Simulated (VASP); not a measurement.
A run of VASP 6.6.1:

File INCAR:

```
PREC = Accurate
ENCUT = 520
EDIFF = 1E-6
ISMEAR = 0
SIGMA = 0.1
LREAL = False
LASPH = True
NELM = 100
ALGO = Normal
ISIF = 2
LWAVE = False
LCHARG = False
LDIPOL = True
IDIPOL = 3
DIPOL = 0.5 0.5 0.358
GGA = PE
IVDW = 12
NBANDS = 16
```

Contents of KPOINTS:

```
regular mesh
0
Gamma
  15 15 1
```

The input POSCAR:

```
C
1.0
    2.4657189577      0.0000000000      0.0000000000
   -1.2328594788      2.1353752560      0.0000000000
    0.0000000000      0.0000000000     17.5000000000
C
4
Direct
    0.3333333334      0.6666666667      0.2571406130
    0.6666666667      0.3333333333      0.2571421190
    0.5000000000      1.3333333333      0.4591799522
    0.1666666667      1.6666666667      0.4591799010
```

Potentials or basis: VASP PAW PBE potentials, release 64 (C).

Run with:

```console
$ cat potpaw_PBE.64/C/POTCAR > POTCAR
$ mpirun -np 1 vasp_std > vasp.out
```

Hardware: 1 thread of Intel Xeon 8259CL, on a shared host.

Q: Estimate the wall time of this run.

A: It took 2 min on 1 thread of Intel Xeon 8259CL, on a shared host, peak memory 0.24 GiB. Counts: scf iterations 19, k points 64.
